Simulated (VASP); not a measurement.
# Ga3B (Pm-3m) in VASP: notebook

Ga3B is run at these levels: PBE; tasks: single point, relaxation of cell and atoms.

Everything below comes from runs of VASP 6.6.1. Logs are shortened: lines on timing, memory, paths and dates and some standing lists are left out, and cuts for length are marked.

**1. The cell of the first run**

The structure is cubic, space group Pm-3m (No. 221). Conventional cell: a = 4.311 Å, b = 4.311 Å, c = 4.311 Å, α = 90.00°, β = 90.00°, γ = 90.00°. Ga (site symmetry 4/mmm) has 2 B at 2.16 Å within 2.9 Å. Within 2.9 Å of B (site symmetry m-3m) lie 6 Ga at 2.16 Å.

The cell was built from a structure type or drawn by symmetry, and may not be a known phase.

**2. Single point, PBE**

INCAR reads:

```
SYSTEM = Ga3B
PREC     = Accurate       ! precision mode
ENCUT    = 520            ! plane-wave cutoff, eV
EDIFF    = 1E-6           ! SCF threshold, eV
ISMEAR   = 0              ! smearing method
SIGMA    = 0.1            ! smearing width, eV
LREAL    = .False.        ! projectors in reciprocal space
LASPH    = .True.         ! aspherical terms in the spheres
NELM     = 60             ! most SCF steps
ALGO     = Normal         ! electronic algorithm
ISIF     = 2              ! what is computed and relaxed
LWAVE    = .False.        ! write WAVECAR
LCHARG   = .False.        ! write CHGCAR
GGA      = PE             ! functional
NBANDS   = 29             ! bands
```

KPOINTS reads:

```
regular mesh
0
Gamma
  4 4 4
  0 0 0
```

POSCAR reads:

```
Ga3B
1.0
    4.3105656157      0.0000000000      0.0000000000
    0.0000000000      4.3105656157      0.0000000000
    0.0000000000      0.0000000000      4.3105656157
Ga B
3 1
Direct
    0.5000000000      0.0000000000      0.0000000000
    0.0000000000      0.5000000000      0.0000000000
    0.0000000000      0.0000000000      0.5000000000
    0.0000000000      0.0000000000      0.0000000000
```

Potentials or basis: VASP PAW PBE potentials, release 64 (Ga_d, B).

On the command line:

```sh
$ cat potpaw_PBE.64/Ga_d/POTCAR potpaw_PBE.64/B/POTCAR > POTCAR
$ mpirun -np 1 vasp_std > vasp.out
```

OUTCAR:

```text
SYSTEM = Ga3B
   PREC = Accurate
   ENCUT = 520
   EDIFF = 1E-6
   ISMEAR = 0
   LREAL = .False.
   LASPH = .True.
   NELM = 60
   ISIF = 2
   GGA = PE

 ion  position               nearest neighbor table
   1  0.500  0.000  0.000-   4 2.16   4 2.16
   2  0.000  0.500  0.000-   4 2.16   4 2.16
   3  0.000  0.000  0.500-   4 2.16   4 2.16
   4  0.000  0.000  0.000-   1 2.16   2 2.16   3 2.16   3 2.16   2 2.16   1 2.16

  LATTYP: Found a simple cubic cell.
 ALAT       =     4.3105656157

  Lattice vectors:

 A1 = (   4.3105656157,   0.0000000000,   0.0000000000)
 A2 = (   0.0000000000,   4.3105656157,   0.0000000000)
 A3 = (   0.0000000000,   0.0000000000,   4.3105656157)

Analysis of symmetry for initial positions (statically):
=====================================================================
 Subroutine PRICEL returns:
 Original cell was already a primitive cell.

 Routine SETGRP: Setting up the symmetry group for a
 simple cubic supercell.

 Subroutine GETGRP returns: Found 48 space group operations
 (whereof 48 operations were pure point group operations)
 out of a pool of 48 trial point group operations.

The static configuration has the point symmetry O_h .

Analysis of symmetry for dynamics (positions and initial velocities):
=====================================================================
 Subroutine PRICEL returns:
 Original cell was already a primitive cell.

 Routine SETGRP: Setting up the symmetry group for a
 simple cubic supercell.

 Subroutine GETGRP returns: Found 48 space group operations
 (whereof 48 operations were pure point group operations)
 out of a pool of 48 trial point group operations.

The dynamic configuration has the point symmetry O_h .

 Subroutine INISYM returns: Found 48 space group operations
 (whereof 48 operations are pure point group operations),
 and found     1 'primitive' translations

----------------------------------------------------------------------------------------

                                     Primitive cell

  volume of cell :      80.0945

  direct lattice vectors                    reciprocal lattice vectors
     4.310565616  0.000000000  0.000000000     0.231988117  0.000000000  0.000000000
     0.000000000  4.310565616  0.000000000     0.000000000  0.231988117  0.000000000
     0.000000000  0.000000000  4.310565616     0.000000000  0.000000000  0.231988117

  length of vectors
     4.310565616  4.310565616  4.310565616     0.231988117  0.231988117  0.231988117

  position of ions in fractional coordinates (direct lattice)
     0.500000000  0.000000000  0.000000000
     0.000000000  0.500000000  0.000000000
     0.000000000  0.000000000  0.500000000
     0.000000000  0.000000000  0.000000000

  ion indices of the primitive-cell ions
   primitive index   ion index
                 1           1
                 2           2
                 3           3
                 4           4

----------------------------------------------------------------------------------------

 KPOINTS: regular mesh

Automatic generation of k-mesh.
 Grid dimensions read from file:
 generate k-points for:    4    4    4

 Generating k-lattice:

  Cartesian coordinates                     Fractional coordinates (reciprocal lattice)
     0.057997029  0.000000000  0.000000000     0.250000000  0.000000000  0.000000000
     0.000000000  0.057997029  0.000000000     0.000000000  0.250000000  0.000000000
     0.000000000  0.000000000  0.057997029     0.000000000  0.000000000  0.250000000

  Length of vectors
     0.057997029  0.057997029  0.057997029

  Shift w.r.t. Gamma in fractional coordinates (k-lattice)
     0.000000000  0.000000000  0.000000000

 Subroutine IBZKPT returns following result:
 ===========================================

 Found     10 irreducible k-points:

 Following reciprocal coordinates:
            Coordinates               Weight
  0.000000  0.000000  0.000000      1.000000
  0.250000  0.000000  0.000000      6.000000
  0.500000  0.000000  0.000000      3.000000
  0.250000  0.250000  0.000000     12.000000
  0.500000  0.250000  0.000000     12.000000
  0.500000  0.500000  0.000000      3.000000
  0.250000  0.250000  0.250000      8.000000
  0.500000  0.250000  0.250000     12.000000
  0.500000  0.500000  0.250000      6.000000
  0.500000  0.500000  0.500000      1.000000
   k-points           NKPTS =     10   k-points in BZ     NKDIM =     10   number of bands    NBANDS=     29
   number of dos      NEDOS =    301   number of ions     NIONS =      4
   total plane-waves  NPLWV =  32768
   dimension x,y,z NGX =    32 NGY =   32 NGZ =   32
   dimension x,y,z NGXF=    64 NGYF=   64 NGZF=   64
   ions per type =               3   1
   NGX,Y,Z   is equivalent  to a cutoff of  12.34, 12.34, 12.34 a.u.
   NGXF,Y,Z  is equivalent  to a cutoff of  24.68, 24.68, 24.68 a.u.
 SYSTEM =  Ga3B
   PREC   = accura    normal or accurate (medium, high low for compatibility)
   ISTART =      0    job   : 0-new  1-cont  2-samecut
   ICHARG =      2    charge: 1-file 2-atom 10-const
   ISPIN  =      1    spin polarized calculation?
   LNONCOLLINEAR =      F non collinear calculations
   LSORBIT =      F    spin-orbit coupling
   LASPH  =      T    aspherical Exc in radial PAW
   ENCUT  =  520.0 eV  38.22 Ry    6.18 a.u.   8.01  8.01  8.01*2*pi/ulx,y,z
   NELM   =     60;   NELMIN=  2; NELMDL= -5     # of ELM steps
   EDIFF  = 0.1E-05   stopping-criterion for ELM
   LREAL  =      F    real-space projection
   EDIFFG = 0.1E-04   stopping-criterion for IOM
   NSW    =      0    number of steps for IOM
   IBRION =     -1    ionic relax: 0-MD 1-quasi-New 2-CG
   NFREE  =      0    steps in history (QN), initial steepest desc. (CG)
   ISIF   =      2    stress and relaxation
   ISYM   =      2    0-nonsym 1-usesym 2-fastsym
   POTIM  = 0.5000    time-step for ionic-motion
   TEBEG  =    0.0;   TEEND  =   0.0 temperature during run
   PSTRESS=    0.0 pullay stress
   NELECT =      42.0000    total number of electrons
   NUPDOWN=      -1.0000    fix difference up-down
   EMIN   =  10.00;   EMAX   =-10.00  energy-range for DOS
   EFERMI =   0.00;   METHOD = LEGACY
   ISMEAR =     0;   SIGMA  =   0.10  broadening in eV -4-tet -1-fermi 0-gaus
   EFERMI_NEDOS =   21; number of points for ismear=-14 and -15
   IALGO  =     38    algorithm
   IMIX   =      4    mixing-type and parameters
     AMIX     =   0.40;   BMIX     =  1.00
     AMIX_MAG =   1.60;   BMIX_MAG =  1.00
  volume/ion in A,a.u.               =      20.02       135.13
  Fermi-wavevector in a.u.,A,eV,Ry     =   1.320151  2.494724 23.712222  1.742799
  Thomas-Fermi vector in A             =   2.449998
   LORBIT       =      0    0 simple, 1 ext, 2 COOP (PROOUT), +10 PAW based schemes
   GGA     = PE    functional components
   LHFCALC =     F    Hartree Fock is set to
   AEXX    =    0.0000 exact exchange contribution
   IVDW    =     0    specifies the selected vdW correction
   LEPSILON=     F    determine dielectric tensor
   LRPA    =     F    only Hartree local field effects (RPA)
 non-spin polarized calculation
 Gauss-broadening in eV      SIGMA  =   0.10
  energy-cutoff  :      520.00
  volume of cell :       80.09
 maximum number of plane-waves:      2176
   NGX = 17   NGY = 17   NGZ = 17

 number of electron      42.0000050 magnetization

 Free energy of the ion-electron system (eV)
  ---------------------------------------------------
  ext. energy  EPLUGINS =         0.00000000
  ---------------------------------------------------
  free energy    TOTEN  =       -12.94277606 eV

  energy without entropy =      -12.92969521  energy(sigma->0) =      -12.93623563

 E-fermi :   4.0166     XC(G=0):  -9.7730

 val. band max:        3.9690836461   @ k =   0.2500   0.2500   0.2500
 cond. band min:       4.0973949670   @ k =   0.2500   0.2500   0.2500
 fundamental gap:      0.1283113209
 Fermi energy:         4.0165565884

 k-point     1 :       0.0000    0.0000    0.0000
  band No.  band energies     occupation
      1     -11.8947      2.00000
      2     -11.4941      2.00000
      3     -11.4941      2.00000
      4     -11.4941      2.00000
      5     -11.4051      2.00000
      6     -11.4051      2.00000
[... 21 lines left out ...]
     28       8.8459      0.00000
     29      12.1147      0.00000

 k-point     2 :       0.2500    0.0000    0.0000
  band No.  band energies     occupation
      1     -11.8148      2.00000
      2     -11.4873      2.00000
      3     -11.4558      2.00000
      4     -11.4558      2.00000
      5     -11.4005      2.00000
      6     -11.3808      2.00000
[... 21 lines left out ...]
     28       8.5522      0.00000
     29      12.4310      0.00000

 k-point     3 :       0.5000    0.0000    0.0000
  band No.  band energies     occupation
      1     -11.7030      2.00000
      2     -11.4799      2.00000
      3     -11.4538      2.00000
      4     -11.3951      2.00000
      5     -11.3684      2.00000
      6     -11.3684      2.00000
[... 21 lines left out ...]
     28       9.0793      0.00000
     29      11.3660      0.00000

 k-point     4 :       0.2500    0.2500    0.0000
  band No.  band energies     occupation
      1     -11.7451      2.00000
      2     -11.4660      2.00000
      3     -11.4446      2.00000
      4     -11.4344      2.00000
      5     -11.4029      2.00000
      6     -11.3801      2.00000
[... 149 lines left out ...]
     28      10.3400      0.00000
     29      10.6844      0.00000

 k-point     9 :       0.5000    0.5000    0.2500
  band No.  band energies     occupation
      1     -11.5453      2.00000
      2     -11.5415      2.00000
      3     -11.5415      2.00000
      4     -11.3951      2.00000
      5     -11.3928      2.00000
      6     -11.3928      2.00000
[... 21 lines left out ...]
     28      10.7991      0.00000
     29      10.9821      0.00000

 k-point    10 :       0.5000    0.5000    0.5000
  band No.  band energies     occupation
      1     -11.5680      2.00000
      2     -11.5680      2.00000
      3     -11.5680      2.00000
      4     -11.4123      2.00000
      5     -11.3998      2.00000
      6     -11.3998      2.00000
[... 21 lines left out ...]
     28      11.1513      0.00000
     29      13.5412      0.00000

------------------------ aborting loop because EDIFF is reached ----------------------------------------

  FORCE on cell =-STRESS in cart. coord.  units (eV):
  Direction    XX          YY          ZZ          XY          YZ          ZX
  --------------------------------------------------------------------------------------
  -------------------------------------------------------------------------------------
  Total        0.1867016      0.1867016      0.1867016      0.0000000     -0.0000000      0.0000000
  in kB        3.7347003      3.7347003      3.7347003      0.0000000     -0.0000000      0.0000000
  external PRESSURE =       3.7347003 kB  Pullay stress =       0.0000000 kB

 VOLUME and BASIS-vectors are now :
 -----------------------------------------------------------------------------
  energy-cutoff  :      520.00
  volume of cell :       80.09
      direct lattice vectors                 reciprocal lattice vectors
     4.310565616  0.000000000  0.000000000     0.231988117  0.000000000  0.000000000
     0.000000000  4.310565616  0.000000000     0.000000000  0.231988117  0.000000000
     0.000000000  0.000000000  4.310565616     0.000000000  0.000000000  0.231988117

 POSITION                                       TOTAL-FORCE (eV/Angst)
 -----------------------------------------------------------------------------------
      2.15528      0.00000      0.00000         0.000000      0.000000      0.000000
      0.00000      2.15528      0.00000         0.000000      0.000000      0.000000
      0.00000      0.00000      2.15528         0.000000      0.000000      0.000000
      0.00000      0.00000      0.00000         0.000000      0.000000      0.000000
 -----------------------------------------------------------------------------------
    total drift:                                0.000000      0.000000     -0.000000

  FREE ENERGIE OF THE ION-ELECTRON SYSTEM (eV)
  ---------------------------------------------------
  free  energy   TOTEN  =       -12.9427760559 eV

  energy  without entropy=      -12.9296952071  energy(sigma->0) =      -12.93623563
```

Wall time 18 s (1 thread of Intel Xeon 8259CL, shared host); peak memory 0.18 GiB.

Results:

```yaml
Free_energy: -12.9428 eV
Pressure: 0.4 GPa
Band_gap_on_the_k_mesh: zero (bands 21 and 22 overlap by 2.33 eV)
```

Levels at points of the mesh, in eV from the Fermi level:
| k point | band 17 | band 18 | band 19 | band 20 | band 21 | band 22 | band 23 | band 24 | band 25 | band 26 |
| --- | --- | --- | --- | --- | --- | --- | --- | --- | --- | --- |
| (0.00, 0.00, 0.00) | -4.62 | -4.62 | -4.62 | -2.92 | -2.92 | -1.22 | 3.90 | 3.90 | 3.90 | 4.83 |
| (0.50, 0.00, 0.00) | -8.19 | -4.03 | -4.03 | -2.40 | -1.27 | 1.53 | 1.56 | 1.56 | 2.09 | 4.69 |
| (0.50, 0.50, 0.00) | -7.51 | -7.51 | -3.43 | -2.79 | -1.36 | 2.04 | 2.04 | 2.37 | 2.37 | 5.21 |
| (0.50, 0.50, 0.50) | -6.82 | -6.82 | -6.82 | -2.24 | -2.24 | -2.24 | 2.83 | 5.19 | 5.19 | 5.19 |

Caveat: the k points lie up to 0.36 Å⁻¹ apart, too coarse for converged energies and pressures of a metal.

**3. Relaxation of cell and atoms, PBE**

This run uses another cell than the first one, of 15.36 Å³/atom.

INCAR reads:

```
  ALGO = Fast
  EDIFF = 1E-6
  EDIFFG = -0.04
  ENCUT = 600
  GGA = PE
  IBRION = 2
  ISIF = 3
  ISMEAR = 0
  LASPH = True
  LCHARG = False
  LREAL = False
  LWAVE = False
  NELM = 80
  NSW = 90
  PREC = Accurate
  SIGMA = 0.1
```

KPOINTS reads:

```
k-points
0
Gamma
  4 4 4
```

POSCAR reads:

```
Ga3B
1.0
    3.9455205800      0.0000000000      0.0000000000
    0.0000000000      3.9455205800      0.0000000000
    0.0000000000      0.0000000000      3.9455205800
Ga B
3 1
Direct
    0.5000000000      0.0000000000      0.0000000000
    0.0000000000      0.5000000000      0.0000000000
    0.0000000000      0.0000000000      0.5000000000
    0.0000000000      0.0000000000      0.0000000000
```

Potentials or basis: VASP PAW PBE potentials, release 64 (Ga_d, B).

On the command line:

```sh
$ cat potpaw_PBE.64/Ga_d/POTCAR potpaw_PBE.64/B/POTCAR > POTCAR
$ mpirun -np 1 vasp_std > vasp.out
```

Run time: 57 s. Hardware: 1 thread of Intel Xeon 8259CL, shared host; peak memory 0.19 GiB.

It converged, with:

* Free energy: -12.9404 eV
* Relaxed volume: 20.14 Å³/atom
* Relaxed cell: a = 4.319 Å, b = 4.319 Å, c = 4.319 Å, α = 90.00°, β = 90.00°, γ = 90.00°
* Space group after relaxing (to 0.1 Å): Pm-3m (No. 221)
* Energy gained by relaxing: 353.8 meV/atom
* Ionic steps: 3
* Pressure after relaxing: 0.1 GPa
* Band gap on the k mesh: zero (bands 21 and 22 overlap by 2.31 eV)

Step by step:
```csv
step,energy change (eV),largest force (eV/Å),pressure (GPa),volume (Å³)
1,0.0000,0.0000,28.91,61.42
2,-1.2585,0.0000,-5.14,89.48
3,-1.4153,0.0000,0.07,80.57
```

Final structure:
```xyz
4
Lattice="4.3190 0.0000 0.0000 0.0000 4.3190 0.0000 0.0000 0.0000 4.3190" Properties=species:S:1:pos:R:3 pbc="T T T"
Ga    2.1595    0.0000    0.0000
Ga    0.0000    2.1595    0.0000
Ga    0.0000    0.0000    2.1595
B     0.0000    0.0000    0.0000
```

Levels at points of the mesh, in eV from the Fermi level:
```
           k point  band 19  band 20  band 21  band 22  band 23  band 24
(0.00, 0.00, 0.00)    -4.60    -2.94    -2.94    -1.24     3.88     3.88
(0.50, 0.00, 0.00)    -4.02    -2.43    -1.29     1.52     1.55     1.55
(0.50, 0.50, 0.00)    -3.43    -2.78    -1.39     2.03     2.03     2.36
(0.50, 0.50, 0.50)    -6.82    -2.23    -2.23    -2.23     2.84     5.15
```

Caveat: the k points lie up to 0.36 Å⁻¹ apart in the final cell, too coarse for converged energies and pressures of a metal; the volume moved by over 15 % at a fixed basis, so the end points are rough.
